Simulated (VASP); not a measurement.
Set up this calculation in VASP 6.6.1, as the native input.

```
Task                   : single point
Functional             : PBE
Potentials or basis    : VASP PAW PBE potentials, release 64 (Al, N)
Cutoff                 : 600 eV
k mesh                 : 12 × 12 × 6
Occupations            : fermi-dirac, width 0.02 eV
Spin                   : no spin polarisation
Dipole correction      : no
Further INCAR settings : ALGO = Normal; EDIFF = 1e-06; NBANDS = 16
```

The structure of AlN lies in POSCAR:

```
AlN
1.0
    3.0134929461      0.0000000000      0.0000000000
   -1.5067464730      2.6097614454      0.0000000000
    0.0000000000      0.0000000000      5.0552598016
Al N
2 2
Direct
    0.3333333333      0.6666666667      0.0007001085
    0.6666666667      0.3333333333      0.5007001085
    0.3333333333      0.6666666667      0.3742998915
    0.6666666667      0.3333333333      0.8742998915
```

This cell differs from its parent crystal: epitaxial xy strain -3.0%.

One way to write it, as run:

INCAR

```
  PREC = Accurate
  ENCUT = 600
  EDIFF = 1E-6
  ISMEAR = -1
  SIGMA = 0.02
  LREAL = False
  LASPH = True
  NELM = 120
  ALGO = Normal
  ISIF = 2
  LWAVE = False
  LCHARG = False
  GGA = PE
  NBANDS = 16
  GGA_COMPAT = False
```

KPOINTS

```
Automatic mesh
0
Gamma
  12 12 6
```

Potentials or basis: VASP PAW PBE potentials, release 64 (Al, N).

Run with:

```sh
$ cat potpaw_PBE.64/Al/POTCAR potpaw_PBE.64/N/POTCAR > POTCAR
$ mpirun -np 1 vasp_std > vasp.out
```

It gave:

The pressure is 15.3 GPa, the largest force is 0.033 eV/Å and the band gap on the k mesh is 4.63 eV, direct.

Caveat: the cell differs from its parent crystal (epitaxial xy strain -3.0%).

Wall time 34 s on 1 thread of Intel(R) Xeon(R) Platinum 8488C (Sapphire Rapids) (shared host), peak memory 0.18 GiB.
